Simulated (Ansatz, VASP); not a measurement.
## CdTe: VASP beside Ansatz

```
Cd Te
1.0
     0.00000    3.12487    3.36525
     3.12487    0.00000    3.36525
     3.12487    3.12487    0.00000
Cd Te
1 1
Direct
  0.00000 0.00000 0.00000
  0.75000 0.75000 0.75000
```

Change from the starting cell: strain -0.025 along x and y, +0.050 along z, atoms carried along.

Alike in both runs: task single point; functional r2SCAN; k mesh 8 × 8 × 8; occupations gaussian, width 0.05 eV; no spin polarisation.

```csv
,VASP,Ansatz
version,VASP 6.6.1,Ansatz 0.2.0
potentials or method,"VASP PAW PBE potentials, release 64 (Cd, Te), cutoff 520 eV","scalar-relativistic, plane waves, PAW"
valence electrons in the cell,18,36
```

|  | VASP | Ansatz | Ansatz less VASP |
| --- | --- | --- | --- |
| gap on the k mesh at the Fermi level (eV) | 1.27 | 1.28 | +0.004 |
| least direct gap on the mesh (eV) | 1.27 | 1.28 | +0.004 |
| pressure (GPa) | 3.4 | 3.2 | -0.15 |
| traceless stress, the component that is largest in VASP (GPa) | -0.86 | -0.86 | +0.003 |

VASP's potentials were made for PBE, not for r2SCAN. VASP's potentials hold 18 valence electrons a cell and Ansatz's 36, so a difference there can come from the potentials and not from the codes.

Neither program's run includes spin-orbit coupling.
